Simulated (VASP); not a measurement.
# Ge (P4_32_12) in VASP: further runs

Ge is run at these levels: PBE; tasks: single point.

Everything below comes from runs of VASP 6.6.1. Logs are shortened: lines on timing, memory, paths and dates and some standing lists are left out, and cuts for length are marked.

**1. The cell of the first run**

The structure is tetragonal, space group P4_32_12 (No. 96). The conventional cell has a = 5.930 Å, b = 5.930 Å, c = 6.980 Å, α = 90.00°, β = 90.00°, γ = 90.00°. Within 3.3 Å of Ge (site symmetry 2) lie 4 Ge at 2.49 to 2.50 Å. Within 3.3 Å of Ge (site symmetry 1) lie 4 Ge at 2.49 to 2.52 Å.

**2. Single point, PBE**

The input, INCAR:

```
ALGO = Normal
EDIFF = 1E-6
ENCUT = 500
GGA = PE
GGA_COMPAT = F
ISIF = 2
ISMEAR = -1
KPAR = 4
LASPH = T
LCHARG = T
LREAL = F
LVHAR = T
LWAVE = F
NBANDS = 96
NELM = 120
PREC = Accurate
SIGMA = 0.02
```

The input, KPOINTS:

```
k-points
0
Gamma
  8 8 7
```

The input, POSCAR:

```
Ge
1.0
    5.9300000000      0.0000000000      0.0000000000
    0.0000000000      5.9300000000      0.0000000000
    0.0000000000      0.0000000000      6.9800000000
Ge
12
Direct
    0.0898971816      0.0898971816      0.0000000000
    0.4101028184      0.5898971816      0.7500000000
    0.9101028184      0.9101028184      0.5000000000
    0.5898971816      0.4101028184      0.2500000000
    0.1723435070      0.3691185639      0.2595049997
    0.1308814361      0.6723435070      0.0095049997
    0.8276564930      0.6308814361      0.7595049997
    0.8691185639      0.3276564930      0.5095049997
    0.6723435070      0.1308814361     -0.0095049997
    0.6308814361      0.8276564930      0.2404950003
    0.3276564930      0.8691185639      0.4904950003
    0.3691185639      0.1723435070      0.7404950003
```

Potentials or basis: VASP PAW PBE potentials, release 64 (Ge_d).

Launch:

```
> cat potpaw_PBE.64/Ge_d/POTCAR > POTCAR
> mpirun -np 4 vasp_std > vasp.out
```

OUTCAR:

```text
EDIFF = 1E-6
   ENCUT = 500
   GGA = PE
   ISIF = 2
   ISMEAR = -1
   LASPH = T
   LREAL = F
   NELM = 120
   PREC = Accurate

 ion  position               nearest neighbor table
   1  0.090  0.090  0.000-   6 2.49   9 2.49   5 2.50  12 2.50
   2  0.410  0.590  0.750-   7 2.49  12 2.49  11 2.50   6 2.50
   3  0.910  0.910  0.500-   8 2.49  11 2.49  10 2.50   7 2.50
   4  0.590  0.410  0.250-   5 2.49  10 2.49   9 2.50   8 2.50
   5  0.172  0.369  0.260-   4 2.49   1 2.50   6 2.52   8 2.52
   6  0.131  0.672  0.010-   1 2.49   2 2.50   5 2.52   7 2.52
   7  0.828  0.631  0.760-   2 2.49   3 2.50   6 2.52   8 2.52
   8  0.869  0.328  0.510-   3 2.49   4 2.50   5 2.52   7 2.52
   9  0.672  0.131  0.990-   1 2.49   4 2.50  10 2.52  12 2.52
  10  0.631  0.828  0.240-   4 2.49   3 2.50   9 2.52  11 2.52
  11  0.328  0.869  0.490-   3 2.49   2 2.50  10 2.52  12 2.52
  12  0.369  0.172  0.740-   2 2.49   1 2.50   9 2.52  11 2.52

  LATTYP: Found a simple tetragonal cell.
 ALAT       =     5.9300000000
 C/A-ratio  =     1.1770657673

  Lattice vectors:

 A1 = (   5.9300000000,   0.0000000000,   0.0000000000)
 A2 = (   0.0000000000,   5.9300000000,   0.0000000000)
 A3 = (   0.0000000000,   0.0000000000,   6.9800000000)

Analysis of symmetry for initial positions (statically):
=====================================================================
 Subroutine PRICEL returns:
 Original cell was already a primitive cell.

 Routine SETGRP: Setting up the symmetry group for a
 simple tetragonal supercell.

 Subroutine GETGRP returns: Found  8 space group operations
 (whereof  2 operations were pure point group operations)
 out of a pool of 16 trial point group operations.

The static configuration has the point symmetry C_2 .
 The point group associated with its full space group is D_4 .

Analysis of symmetry for dynamics (positions and initial velocities):
=====================================================================
 Subroutine PRICEL returns:
 Original cell was already a primitive cell.

 Routine SETGRP: Setting up the symmetry group for a
 simple tetragonal supercell.

 Subroutine GETGRP returns: Found  8 space group operations
 (whereof  2 operations were pure point group operations)
 out of a pool of 16 trial point group operations.

The dynamic configuration has the point symmetry C_2 .
 The point group associated with its full space group is D_4 .

 Subroutine INISYM returns: Found  8 space group operations
 (whereof  2 operations are pure point group operations),
 and found     1 'primitive' translations

----------------------------------------------------------------------------------------

                                     Primitive cell

  volume of cell :     245.4510

  direct lattice vectors                    reciprocal lattice vectors
     5.930000000  0.000000000  0.000000000     0.168634064  0.000000000  0.000000000
     0.000000000  5.930000000  0.000000000     0.000000000  0.168634064  0.000000000
     0.000000000  0.000000000  6.980000000     0.000000000  0.000000000  0.143266476

  length of vectors
     5.930000000  5.930000000  6.980000000     0.168634064  0.168634064  0.143266476

  position of ions in fractional coordinates (direct lattice)
     0.089897182  0.089897182  0.000000000
     0.410102818  0.589897182  0.750000000
     0.910102818  0.910102818  0.500000000
     0.589897182  0.410102818  0.250000000
     0.172343507  0.369118564  0.259505000
     0.130881436  0.672343507  0.009505000
     0.827656493  0.630881436  0.759505000
     0.869118564  0.327656493  0.509505000
     0.672343507  0.130881436  0.990495000
     0.630881436  0.827656493  0.240495000
     0.327656493  0.869118564  0.490495000
     0.369118564  0.172343507  0.740495000

  ion indices of the primitive-cell ions
   primitive index   ion index
                 1           1
                 2           2
                 3           3
                 4           4
                 5           5
                 6           6
                 7           7
                 8           8
                 9           9
                10          10
                11          11
                12          12

----------------------------------------------------------------------------------------

 KPOINTS: k-points

Automatic generation of k-mesh.
 Grid dimensions read from file:
 generate k-points for:    8    8    7

 Generating k-lattice:

  Cartesian coordinates                     Fractional coordinates (reciprocal lattice)
     0.021079258  0.000000000  0.000000000     0.125000000  0.000000000  0.000000000
     0.000000000  0.021079258  0.000000000     0.000000000  0.125000000  0.000000000
     0.000000000  0.000000000  0.020466639     0.000000000  0.000000000  0.142857143

  Length of vectors
     0.021079258  0.021079258  0.020466639

  Shift w.r.t. Gamma in fractional coordinates (k-lattice)
     0.000000000  0.000000000  0.000000000

 Subroutine IBZKPT returns following result:
 ===========================================

 Found     60 irreducible k-points:

 Following reciprocal coordinates:
            Coordinates               Weight
  0.000000  0.000000  0.000000      1.000000
  0.125000  0.000000  0.000000      4.000000
  0.250000  0.000000  0.000000      4.000000
  0.375000  0.000000  0.000000      4.000000
  0.500000  0.000000  0.000000      2.000000
  0.125000  0.125000  0.000000      4.000000
[... 16 lines left out ...]
  0.375000  0.125000  0.142857     16.000000
  0.500000  0.125000  0.142857      8.000000
 [... further k-points ...]
   k-points           NKPTS =     60   k-points in BZ     NKDIM =     60   number of bands    NBANDS=     96
   number of dos      NEDOS =    301   number of ions     NIONS =     12
   total plane-waves  NPLWV = 124416
   dimension x,y,z NGX =    48 NGY =   48 NGZ =   54
   dimension x,y,z NGXF=    96 NGYF=   96 NGZF=  108
   ions per type =              12
   NGX,Y,Z   is equivalent  to a cutoff of  13.46, 13.46, 12.86 a.u.
   NGXF,Y,Z  is equivalent  to a cutoff of  26.91, 26.91, 25.72 a.u.
 SYSTEM =  unknown system
   PREC   = accura    normal or accurate (medium, high low for compatibility)
   ISTART =      0    job   : 0-new  1-cont  2-samecut
   ICHARG =      2    charge: 1-file 2-atom 10-const
   ISPIN  =      1    spin polarized calculation?
   LNONCOLLINEAR =      F non collinear calculations
   LSORBIT =      F    spin-orbit coupling
   LASPH  =      T    aspherical Exc in radial PAW
   ENCUT  =  500.0 eV  36.75 Ry    6.06 a.u.  10.81 10.81 12.73*2*pi/ulx,y,z
   NELM   =    120;   NELMIN=  2; NELMDL= -5     # of ELM steps
   EDIFF  = 0.1E-05   stopping-criterion for ELM
   LREAL  =      F    real-space projection
   EDIFFG = 0.1E-04   stopping-criterion for IOM
   NSW    =      0    number of steps for IOM
   IBRION =     -1    ionic relax: 0-MD 1-quasi-New 2-CG
   NFREE  =      0    steps in history (QN), initial steepest desc. (CG)
   ISIF   =      2    stress and relaxation
   ISYM   =      2    0-nonsym 1-usesym 2-fastsym
   POTIM  = 0.5000    time-step for ionic-motion
   TEBEG  =    0.0;   TEEND  =   0.0 temperature during run
   PSTRESS=    0.0 pullay stress
   NELECT =     168.0000    total number of electrons
   NUPDOWN=      -1.0000    fix difference up-down
   EMIN   =  10.00;   EMAX   =-10.00  energy-range for DOS
   EFERMI =   0.00;   METHOD = LEGACY
   ISMEAR =    -1;   SIGMA  =   0.02  broadening in eV -4-tet -1-fermi 0-gaus
   EFERMI_NEDOS =   21; number of points for ismear=-14 and -15
   IALGO  =     38    algorithm
   IMIX   =      4    mixing-type and parameters
     AMIX     =   0.40;   BMIX     =  1.00
     AMIX_MAG =   1.60;   BMIX_MAG =  1.00
  volume/ion in A,a.u.               =      20.45       138.03
  Fermi-wavevector in a.u.,A,eV,Ry     =   1.442745  2.726393 28.320716  2.081514
  Thomas-Fermi vector in A             =   2.561231
   LORBIT       =      0    0 simple, 1 ext, 2 COOP (PROOUT), +10 PAW based schemes
   GGA     = PE    functional components
   LHFCALC =     F    Hartree Fock is set to
   AEXX    =    0.0000 exact exchange contribution
   IVDW    =     0    specifies the selected vdW correction
   LEPSILON=     F    determine dielectric tensor
   LRPA    =     F    only Hartree local field effects (RPA)
 non-spin polarized calculation
  energy-cutoff  :      500.00
  volume of cell :      245.45
 maximum number of plane-waves:      6280
 NGX is ok and might be reduce to    48
   NGX = 21   NGY = 21   NGZ = 25

 number of electron     167.9999998 magnetization

 Free energy of the ion-electron system (eV)
  ---------------------------------------------------
  ext. energy  EPLUGINS =         0.00000000
  ---------------------------------------------------
  free energy    TOTEN  =       -52.38665062 eV

  energy without entropy =      -52.38665061  energy(sigma->0) =      -52.38665062

 E-fermi :   5.6156     XC(G=0): -10.6565

 val. band max:        5.3220529894   @ k =   0.3750   0.3750   0.0000
 cond. band min:       5.8847288889   @ k =   0.3750   0.3750   0.0000
 fundamental gap:      0.5626758995
 Fermi energy:         5.6156326642

 k-point     1 :       0.0000    0.0000    0.0000
  band No.  band energies     occupation
      1     -19.0120      2.00000
      2     -18.9863      2.00000
      3     -18.9863      2.00000
      4     -18.9703      2.00000
      5     -18.9703      2.00000
      6     -18.9703      2.00000
[... 88 lines left out ...]
     95      10.1554      0.00000
     96      10.1554      0.00000

 k-point     2 :       0.1250    0.0000    0.0000
  band No.  band energies     occupation
      1     -19.0103      2.00000
      2     -18.9873      2.00000
      3     -18.9850      2.00000
      4     -18.9722      2.00000
      5     -18.9703      2.00000
      6     -18.9698      2.00000
[... 2266 lines left out ...]
     95       9.8470      0.00000
     96       9.8470      0.00000

 [... further k-points ...]

------------------------ aborting loop because EDIFF is reached ----------------------------------------

  FORCE on cell =-STRESS in cart. coord.  units (eV):
  Direction    XX          YY          ZZ          XY          YZ          ZX
  --------------------------------------------------------------------------------------
  -------------------------------------------------------------------------------------
  Total        4.7057506      4.7057506      3.8055917      0.0000000      0.0000000      0.0000000
  in kB       30.7167086     30.7167086     24.8409365      0.0000000      0.0000000      0.0000000
  external PRESSURE =      28.7581179 kB  Pullay stress =       0.0000000 kB

 VOLUME and BASIS-vectors are now :
 -----------------------------------------------------------------------------
  energy-cutoff  :      500.00
  volume of cell :      245.45
      direct lattice vectors                 reciprocal lattice vectors
     5.930000000  0.000000000  0.000000000     0.168634064  0.000000000  0.000000000
     0.000000000  5.930000000  0.000000000     0.000000000  0.168634064  0.000000000
     0.000000000  0.000000000  6.980000000     0.000000000  0.000000000  0.143266476

 POSITION                                       TOTAL-FORCE (eV/Angst)
 -----------------------------------------------------------------------------------
      0.53309      0.53309      0.00000        -0.000652     -0.000652      0.000000
      2.43191      3.49809      5.23500         0.000652     -0.000652      0.000000
      5.39691      5.39691      3.49000         0.000652      0.000652      0.000000
      3.49809      2.43191      1.74500        -0.000652      0.000652     -0.000000
      1.02200      2.18887      1.81134         0.009502     -0.006246     -0.000606
      0.77613      3.98700      0.06634         0.006246      0.009502     -0.000606
      4.90800      3.74113      5.30134        -0.009502      0.006246     -0.000606
      5.15387      1.94300      3.55634        -0.006246     -0.009502     -0.000606
      3.98700      0.77613      6.91366         0.009502      0.006246      0.000606
      3.74113      4.90800      1.67866         0.006246     -0.009502      0.000606
      1.94300      5.15387      3.42366        -0.009502     -0.006246      0.000606
      2.18887      1.02200      5.16866        -0.006246      0.009502      0.000606
 -----------------------------------------------------------------------------------
    total drift:                               -0.000000      0.000000      0.000000

  FREE ENERGIE OF THE ION-ELECTRON SYSTEM (eV)
  ---------------------------------------------------
  free  energy   TOTEN  =       -52.3866506249 eV

  energy  without entropy=      -52.3866506080  energy(sigma->0) =      -52.38665062
```

Run time: 4.8 min. Hardware: 4 MPI ranks of Intel Xeon Platinum 8375C at 2.90GHz (Ice Lake), shared host; peak memory 0.92 GiB.

What came out:

```
Free energy            : -52.3867 eV
Pressure               : 2.9 GPa
Largest force          : 0.011 eV/Å
Band gap on the k mesh : 0.56 eV
```

Forces in eV/Å, atoms in the order of the input:
```
Ge  -0.001 -0.001  0.000
Ge   0.001 -0.001  0.000
Ge   0.001  0.001  0.000
Ge  -0.001  0.001  0.000
Ge   0.010 -0.006 -0.001
Ge   0.006  0.010 -0.001
Ge  -0.010  0.006 -0.001
Ge  -0.006 -0.010 -0.001
Ge   0.010  0.006  0.001
Ge   0.006 -0.010  0.001
Ge  -0.010 -0.006  0.001
Ge  -0.006  0.010  0.001
```

Caveat: an odd mesh through Γ misses points on the zone boundary, where band edges can lie.

**3. Single point, PBE (21.68 Å³/atom)**

This run uses another cell than the first one, of 21.68 Å³/atom.

The input, INCAR:

```
  ALGO = Normal
  EDIFF = 1E-6
  ENCUT = 500
  GGA = PE
  GGA_COMPAT = F
  ISIF = 2
  ISMEAR = -1
  KPAR = 4
  LASPH = T
  LCHARG = F
  LREAL = F
  LWAVE = F
  NBANDS = 96
  NELM = 120
  PREC = Accurate
  SIGMA = 0.02
```

KPOINTS is that of step 2.

The input, POSCAR:

```
Ge
1.0
    6.0463040370      0.0000000000      0.0000000000
    0.0000000000      6.0463040370      0.0000000000
    0.0000000000      0.0000000000      7.1168975005
Ge
12
Direct
    0.0869769406      0.0869769406      0.0000000000
    0.4130230594      0.5869769406      0.7500000000
    0.9130230594      0.9130230594      0.5000000000
    0.5869769406      0.4130230594      0.2500000000
    0.1710088386      0.3705240371      0.2518521462
    0.1294759629      0.6710088386      0.0018521462
    0.8289911614      0.6294759629      0.7518521462
    0.8705240371      0.3289911614      0.5018521462
    0.6710088386      0.1294759629     -0.0018521462
    0.6294759629      0.8289911614      0.2481478538
    0.3289911614      0.8705240371      0.4981478538
    0.3705240371      0.1710088386      0.7481478538
```

Potentials or basis: VASP PAW PBE potentials, release 64 (Ge_d).

Launch:

```
> cat potpaw_PBE.64/Ge_d/POTCAR > POTCAR
> mpirun -np 4 vasp_std > vasp.out
```

It took 6.4 min on 4 MPI ranks of Intel Xeon Platinum 8259CL at 2.50GHz (Skylake/Cascade Lake), shared host; peak memory 0.96 GiB.

Results (log left out):

| Quantity | Value |
| --- | --- |
| Free energy | -52.4971 eV |
| Pressure | -0.5 GPa |
| Largest force | 0.004 eV/Å |
| Band gap on the k mesh | 0.39 eV |

Forces on the atoms (eV/Å):
```
Ge   0.000  0.000  0.000
Ge   0.000  0.000  0.000
Ge   0.000  0.000  0.000
Ge   0.000  0.000  0.000
Ge  -0.001  0.004  0.000
Ge  -0.004 -0.001  0.000
Ge   0.001 -0.004  0.000
Ge   0.004  0.001  0.000
Ge  -0.001 -0.004  0.000
Ge  -0.004  0.001  0.000
Ge   0.001  0.004  0.000
Ge   0.004 -0.001  0.000
```

Stress tensor (GPa, compression positive):
```
-0.68  0.00  0.00
 0.00 -0.68  0.00
 0.00  0.00 -0.20
```

Levels at points of the mesh, in eV from the valence-band top:
| k point | band 80 | band 81 | band 82 | band 83 | band 84 | band 85 | band 86 | band 87 | band 88 | band 89 |
| --- | --- | --- | --- | --- | --- | --- | --- | --- | --- | --- |
| (0.00, 0.00, 0.00) | -1.63 | -0.93 | -0.88 | -0.88 | -0.15 | 1.45 | 1.64 | 1.64 | 2.59 | 3.38 |
| (0.50, 0.00, 0.00) | -1.67 | -0.53 | -0.53 | -0.08 | -0.08 | 1.14 | 1.14 | 2.06 | 2.06 | 2.53 |
| (0.50, 0.50, 0.00) | -1.03 | -0.34 | -0.34 | -0.07 | -0.07 | 0.98 | 0.98 | 1.47 | 1.47 | 1.92 |

Caveat: an odd mesh through Γ misses points on the zone boundary, where band edges can lie.
